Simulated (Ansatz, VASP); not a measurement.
## RbBr: VASP beside Ansatz

```
Rb Br
1.0
     0.00000    3.35700    3.35700
     3.35700    0.00000    3.35700
     3.35700    3.35700    0.00000
Rb Br
1 1
Direct
  0.00000 0.00000 0.00000
  0.50000 0.50000 0.50000
```

Change from the starting cell: hydrostatic strain -3.0%.

Alike in both runs: task single point; functional r2SCAN; k mesh 6 × 6 × 6; no spin polarisation.

|  | VASP | Ansatz |
| --- | --- | --- |
| version | VASP 6.6.1 | Ansatz 0.2.0 |
| potentials or method | VASP PAW PBE potentials, release 64 (Rb_sv, Br) | plane waves, PAW |
| plane-wave cutoff (eV) | 520 | 500 |
| occupations | gaussian, width 0.01 eV | fixed |
| valence electrons in the cell | 16 | 16 |

|  | VASP | Ansatz | Ansatz less VASP |
| --- | --- | --- | --- |
| gap on the k mesh at the Fermi level (eV) | 5.14 | 5.14 | +0.001 |
| pressure (GPa) | 1.7 | 1.7 | -0.03 |

VASP's potentials were made for PBE, not for r2SCAN.
